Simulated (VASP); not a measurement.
Mo, 1 atom in the cell. Symmetry: Im-3m, No. 229, cubic system. The conventional cell has a = 3.158 Å, b = 3.158 Å, c = 3.158 Å, α = 90.00°, β = 90.00°, γ = 90.00°. Mo (site symmetry m-3m) has 14 Mo at 2.74 to 3.16 Å within 3.6 Å. 

* Program: VASP 6.6.1
* Task: relaxation of cell and atoms
* Functional: PBE
* Potentials or basis: VASP PAW PBE potentials, release 64 (Mo_sv)
* Cutoff: 600 eV
* k mesh: 8 × 8 × 8
* Occupations: gaussian, width 0.1 eV
* Spin: no spin polarisation
* Dipole correction: no
* Further INCAR settings: ALGO = Normal; EDIFF = 1e-07; IBRION = 2; EDIFFG = -0.04; NSW = 90; ISIF = 3

Potentials or basis: VASP PAW PBE potentials, release 64 (Mo_sv).

Run with:

```console
$ cat potpaw_PBE.64/Mo_sv/POTCAR > POTCAR
$ mpirun -np 1 vasp_std > vasp.out
```

Hardware: 1 thread of Intel Xeon 6975P-C, with other jobs on the host.

How long does it take, and how much memory?

Wall time 12 s on 1 thread of Intel Xeon 6975P-C (shared host), peak memory 0.15 GiB. Counts: scf iterations 27, k points 29, ion steps 3.
